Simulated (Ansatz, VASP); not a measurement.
## Two plane-wave programs on CuO

```
CELL_PARAMETERS angstrom
2.85274 -0.01635 -0.00422
0.02236 2.85266 -0.00422
0.00964 0.00951 5.04453
ATOMIC_POSITIONS crystal
Cu 0.50000 0.00000 0.50000
Cu 0.00000 0.50000 0.00000
O 0.00016 0.99985 0.25000
O 0.99984 0.00015 0.75000
```

Alike in both runs: functional LDA; k mesh 14 × 14 × 8; occupations gaussian, width 0.1 eV; no spin polarisation.

Ansatz relaxed the structure, and its values are those at the end. VASP's run is a single point on that final structure, the one shown.

|  | VASP | Ansatz |
| --- | --- | --- |
| version | VASP 6.6.1 | Ansatz 0.2.0 |
| potentials or method | VASP PAW LDA potentials, release 64 (Cu, O), cutoff 520 eV | scalar-relativistic, plane waves, PAW |
| valence electrons in the cell | 34 | 50 |

```tsv
	VASP	Ansatz	Ansatz less VASP
gap on the k mesh at the Fermi level (eV)	none	none	-
pressure (GPa)	1.1	0.0	-1.08
```

LDA's correlation is that of Perdew and Zunger in VASP and of Perdew and Wang (1992) in Ansatz. A gap of «none» marks a metal or a gap that the smearing closes. VASP's potentials hold 34 valence electrons a cell and Ansatz's 50, so a difference there can come from the potentials and not from the codes.
